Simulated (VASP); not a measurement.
# Ir (Im-3m) in VASP: single point with r2SCAN

Aim: the single point of Ir with r2SCAN.

All numbers are computed with VASP 6.6.1; they aren't measurements. Logs are shortened: lines on timing, memory, paths and dates and some standing lists are left out, and cuts for length are marked.

### Step 1. The cell of the first run

It takes space group Im-3m (No. 229, cubic). Conventional cell: a = 3.089 Å, b = 3.089 Å, c = 3.089 Å, α = 90.00°, β = 90.00°, γ = 90.00°. Within 3.5 Å of Ir (site symmetry m-3m) lie 14 Ir at 2.68 to 3.09 Å.

This isn't the form of Ir at room conditions, which is fcc.

### Step 2. Single point, r2SCAN

POSCAR

```
Ir
1.0
   -1.5445120434      1.5445120434      1.5445120434
    1.5445120434     -1.5445120434      1.5445120434
    1.5445120434      1.5445120434     -1.5445120434
Ir
1
Direct
    0.0000000000      0.0000000000      0.0000000000
```

INCAR.step1

```
PREC = Accurate
ENCUT = 620
ISMEAR = 0
SIGMA = 0.1
LREAL = F
LASPH = T
NELM = 120
NBANDS = 14
GGA = PE
ALGO = Normal
EDIFF = 1E-5
LWAVE = T
LCHARG = F
GGA_COMPAT = F
```

INCAR.step2

```
PREC = Accurate
ENCUT = 620
EDIFF = 1E-6
ISMEAR = 0
SIGMA = 0.1
LREAL = F
LASPH = T
NELM = 120
ALGO = Normal
ISIF = 2
LWAVE = F
LCHARG = F
METAGGA = R2SCAN
LMIXTAU = T
NBANDS = 14
ISTART = 1
GGA_COMPAT = F
```

KPOINTS

```
regular mesh
0
Gamma
  8 8 8
```

Potentials or basis: VASP PAW PBE potentials, release 64 (Ir_sv_GW).

The run is started by

```console
$ cat potpaw_PBE.64/Ir_sv_GW/POTCAR > POTCAR
$ cp INCAR.step1 INCAR
$ mpirun -np 1 vasp_std > vasp.out
$ cp INCAR.step2 INCAR
$ mpirun -np 1 vasp_std > vasp.out
```

OUTCAR:

```text
PREC = Accurate
   ENCUT = 620
   EDIFF = 1E-6
   ISMEAR = 0
   LREAL = F
   LASPH = T
   NELM = 120
   ISIF = 2
   METAGGA = R2SCAN
   ISTART = 1

 ion  position               nearest neighbor table
   1  0.000  0.000  0.000-

  LATTYP: Found a body centered cubic cell.
 ALAT       =     3.0890240868

  Lattice vectors:

 A1 = (  -1.5445120434,   1.5445120434,   1.5445120434)
 A2 = (   1.5445120434,  -1.5445120434,   1.5445120434)
 A3 = (   1.5445120434,   1.5445120434,  -1.5445120434)

Analysis of symmetry for initial positions (statically):
=====================================================================
 Subroutine PRICEL returns:
 Original cell was already a primitive cell.

 Routine SETGRP: Setting up the symmetry group for a
 body centered cubic supercell.

 Subroutine GETGRP returns: Found 48 space group operations
 (whereof 48 operations were pure point group operations)
 out of a pool of 48 trial point group operations.

The static configuration has the point symmetry O_h .

Analysis of symmetry for dynamics (positions and initial velocities):
=====================================================================
 Subroutine PRICEL returns:
 Original cell was already a primitive cell.

 Routine SETGRP: Setting up the symmetry group for a
 body centered cubic supercell.

 Subroutine GETGRP returns: Found 48 space group operations
 (whereof 48 operations were pure point group operations)
 out of a pool of 48 trial point group operations.

The dynamic configuration has the point symmetry O_h .

 Subroutine INISYM returns: Found 48 space group operations
 (whereof 48 operations are pure point group operations),
 and found     1 'primitive' translations

----------------------------------------------------------------------------------------

                                     Primitive cell

  volume of cell :      14.7378

  direct lattice vectors                    reciprocal lattice vectors
    -1.544512043  1.544512043  1.544512043     0.000000000  0.323726838  0.323726838
     1.544512043 -1.544512043  1.544512043     0.323726838  0.000000000  0.323726838
     1.544512043  1.544512043 -1.544512043     0.323726838  0.323726838  0.000000000

  length of vectors
     2.675173332  2.675173332  2.675173332     0.457818885  0.457818885  0.457818885

  position of ions in fractional coordinates (direct lattice)
     0.000000000  0.000000000  0.000000000

  ion indices of the primitive-cell ions
   primitive index   ion index
                 1           1

----------------------------------------------------------------------------------------

 KPOINTS: regular mesh

Automatic generation of k-mesh.
 Grid dimensions read from file:
 generate k-points for:    8    8    8

 Generating k-lattice:

  Cartesian coordinates                     Fractional coordinates (reciprocal lattice)
     0.000000000  0.040465855  0.040465855     0.125000000  0.000000000  0.000000000
     0.040465855  0.000000000  0.040465855     0.000000000  0.125000000  0.000000000
     0.040465855  0.040465855  0.000000000     0.000000000  0.000000000  0.125000000

  Length of vectors
     0.057227361  0.057227361  0.057227361

  Shift w.r.t. Gamma in fractional coordinates (k-lattice)
     0.000000000  0.000000000  0.000000000

 Subroutine IBZKPT returns following result:
 ===========================================

 Found     29 irreducible k-points:

 Following reciprocal coordinates:
            Coordinates               Weight
  0.000000  0.000000  0.000000      1.000000
  0.125000  0.000000  0.000000     12.000000
  0.250000  0.000000  0.000000     12.000000
  0.375000  0.000000  0.000000     12.000000
  0.500000  0.000000  0.000000      6.000000
  0.125000  0.125000  0.000000     24.000000
[... 16 lines left out ...]
 -0.250000  0.250000  0.250000      6.000000
 -0.375000  0.375000  0.250000     24.000000
 [... further k-points ...]
   k-points           NKPTS =     29   k-points in BZ     NKDIM =     29   number of bands    NBANDS=     14
   number of dos      NEDOS =    301   number of ions     NIONS =      1
   total plane-waves  NPLWV =  13824
   dimension x,y,z NGX =    24 NGY =   24 NGZ =   24
   dimension x,y,z NGXF=    48 NGYF=   48 NGZF=   48
   ions per type =               1
   NGX,Y,Z   is equivalent  to a cutoff of  14.91, 14.91, 14.91 a.u.
   NGXF,Y,Z  is equivalent  to a cutoff of  29.83, 29.83, 29.83 a.u.
 SYSTEM =  unknown system
   PREC   = accura    normal or accurate (medium, high low for compatibility)
   ISTART =      1    job   : 0-new  1-cont  2-samecut
   ICHARG =      0    charge: 1-file 2-atom 10-const
   ISPIN  =      1    spin polarized calculation?
   LNONCOLLINEAR =      F non collinear calculations
   LSORBIT =      F    spin-orbit coupling
   LASPH  =      T    aspherical Exc in radial PAW
   ENCUT  =  620.0 eV  45.57 Ry    6.75 a.u.   5.43  5.43  5.43*2*pi/ulx,y,z
   NELM   =    120;   NELMIN=  2; NELMDL=  0     # of ELM steps
   EDIFF  = 0.1E-05   stopping-criterion for ELM
   LREAL  =      F    real-space projection
   EDIFFG = 0.1E-04   stopping-criterion for IOM
   NSW    =      0    number of steps for IOM
   IBRION =     -1    ionic relax: 0-MD 1-quasi-New 2-CG
   NFREE  =      0    steps in history (QN), initial steepest desc. (CG)
   ISIF   =      2    stress and relaxation
   ISYM   =      2    0-nonsym 1-usesym 2-fastsym
   POTIM  = 0.5000    time-step for ionic-motion
   TEBEG  =    0.0;   TEEND  =   0.0 temperature during run
   PSTRESS=    0.0 pullay stress
   NELECT =      17.0000    total number of electrons
   NUPDOWN=      -1.0000    fix difference up-down
   EMIN   =  10.00;   EMAX   =-10.00  energy-range for DOS
   EFERMI =   0.00;   METHOD = LEGACY
   ISMEAR =     0;   SIGMA  =   0.10  broadening in eV -4-tet -1-fermi 0-gaus
   EFERMI_NEDOS =   21; number of points for ismear=-14 and -15
   IALGO  =     38    algorithm
   IMIX   =      4    mixing-type and parameters
     AMIX     =   0.40;   BMIX     =  1.00
     AMIX_MAG =   1.60;   BMIX_MAG =  1.00
  volume/ion in A,a.u.               =      14.74        99.46
  Fermi-wavevector in a.u.,A,eV,Ry     =   1.716906  3.244482 40.106792  2.947766
  Thomas-Fermi vector in A             =   2.794005
   LORBIT       =      0    0 simple, 1 ext, 2 COOP (PROOUT), +10 PAW based schemes
   METAGGA = R2SCAN    functional components
   LHFCALC =     F    Hartree Fock is set to
   AEXX    =    0.0000 exact exchange contribution
   IVDW    =     0    specifies the selected vdW correction
   LEPSILON=     F    determine dielectric tensor
   LRPA    =     F    only Hartree local field effects (RPA)
 non-spin polarized calculation
 Gauss-broadening in eV      SIGMA  =   0.10
  energy-cutoff  :      620.00
  volume of cell :       14.74
 maximum number of plane-waves:       532
 NGX is ok and might be reduce to    24
   NGX = 11   NGY = 11   NGZ = 11

 number of electron      17.0000000 magnetization

 Free energy of the ion-electron system (eV)
  ---------------------------------------------------
  ext. energy  EPLUGINS =         0.00000000
  ---------------------------------------------------
  free energy    TOTEN  =       -52.20631448 eV

  energy without entropy =      -52.19263184  energy(sigma->0) =      -52.19947316

 E-fermi :  11.6367     XC(G=0): -15.5687

 val. band max:       11.6360943467   @ k =   0.3750   0.1250   0.1250
 cond. band min:      11.6381687266   @ k =   0.2500   0.2500   0.1250
 fundamental gap:      0.0020743799
 Fermi energy:        11.6367378168

 k-point     1 :       0.0000    0.0000    0.0000
  band No.  band energies     occupation
      1     -82.8038      2.00000
      2     -38.6676      2.00000
      3     -38.6676      2.00000
      4     -38.6676      2.00000
      5       0.8554      2.00000
      6       8.0362      2.00000
      7       8.0362      2.00000
      8       8.0362      2.00000
      9      11.0844      2.00000
     10      11.0844      2.00000
     11      28.7227      0.00000
     12      28.7227      0.00000
     13      28.7227      0.00000
     14      40.7313      0.00000

 k-point     2 :       0.1250    0.0000    0.0000
  band No.  band energies     occupation
      1     -82.7937      2.00000
      2     -38.7810      2.00000
      3     -38.7056      2.00000
      4     -38.6675      2.00000
      5       1.5732      2.00000
      6       7.7190      2.00000
      7       7.9944      2.00000
      8       8.6689      2.00000
      9      10.7182      2.00000
     10      11.1099      2.00000
     11      29.0394      0.00000
     12      29.5096      0.00000
     13      29.8500      0.00000
     14      36.6176      0.00000

 k-point     3 :       0.2500    0.0000    0.0000
  band No.  band energies     occupation
      1     -82.7698      2.00000
      2     -39.0496      2.00000
      3     -38.7969      2.00000
      4     -38.6670      2.00000
      5       3.2458      2.00000
      6       7.0257      2.00000
      7       7.9317      2.00000
      8      10.4219      2.00000
      9      10.5545      2.00000
     10      11.2339      2.00000
     11      27.8453      0.00000
     12      28.1011      0.00000
     13      32.8727      0.00000
     14      36.0333      0.00000
[... 324 lines left out ...]
 k-point    23 :      -0.2500    0.2500    0.2500
  band No.  band energies     occupation
      1     -82.7398      2.00000
      2     -39.0589      2.00000
      3     -38.9347      2.00000
      4     -38.9347      2.00000
      5       5.2189      2.00000
      6       7.2235      2.00000
      7       8.8791      2.00000
      8       8.8791      2.00000
      9      10.2920      2.00000
     10      12.3649      0.00000
     11      27.2548      0.00000
     12      30.3041      0.00000
     13      30.3041      0.00000
     14      31.0738      0.00000

 k-point    24 :      -0.3750    0.3750    0.2500
  band No.  band energies     occupation
      1     -82.7183      2.00000
      2     -39.2301      2.00000
      3     -39.0305      2.00000
      4     -38.9525      2.00000
      5       5.7147      2.00000
      6       6.3550      2.00000
      7       8.8879      2.00000
      8       9.6838      2.00000
      9      12.2456      0.00000
     10      14.0587      0.00000
     11      24.1278      0.00000
     12      26.9802      0.00000
     13      29.0468      0.00000
     14      32.2512      0.00000

 [... further k-points ...]

------------------------ aborting loop because EDIFF is reached ----------------------------------------

  FORCE on cell =-STRESS in cart. coord.  units (eV):
  Direction    XX          YY          ZZ          XY          YZ          ZX
  --------------------------------------------------------------------------------------
  -------------------------------------------------------------------------------------
  Total       -0.0881251     -0.0881251     -0.0881251     -0.0000000      0.0000000     -0.0000000
  in kB       -9.5802355     -9.5802355     -9.5802355     -0.0000000      0.0000000     -0.0000000
  external PRESSURE =      -9.5802355 kB  Pullay stress =       0.0000000 kB

 VOLUME and BASIS-vectors are now :
 -----------------------------------------------------------------------------
  energy-cutoff  :      620.00
  volume of cell :       14.74
      direct lattice vectors                 reciprocal lattice vectors
    -1.544512043  1.544512043  1.544512043     0.000000000  0.323726838  0.323726838
     1.544512043 -1.544512043  1.544512043     0.323726838  0.000000000  0.323726838
     1.544512043  1.544512043 -1.544512043     0.323726838  0.323726838  0.000000000

 POSITION                                       TOTAL-FORCE (eV/Angst)
 -----------------------------------------------------------------------------------
      0.00000      0.00000      0.00000         0.000000     -0.000000     -0.000000
 -----------------------------------------------------------------------------------
    total drift:                                0.000000      0.000000      0.000000

  FREE ENERGIE OF THE ION-ELECTRON SYSTEM (eV)
  ---------------------------------------------------
  free  energy   TOTEN  =       -52.2063144751 eV

  energy  without entropy=      -52.1926318404  energy(sigma->0) =      -52.19947316
```

It took 21 s on 1 thread of Intel Xeon Platinum 8488C (Sapphire Rapids), shared host; peak memory 0.15 GiB.

Results:

```
Free energy            : -52.2063 eV
Pressure               : -1.0 GPa
Band gap on the k mesh : zero (an odd number of electrons rules out a gap without spin polarisation)
```

Caveat: the PAW data sets were made with another functional, which shifts forces and pressure a little; spin-orbit coupling is left out, which moves the levels of the heavy elements.
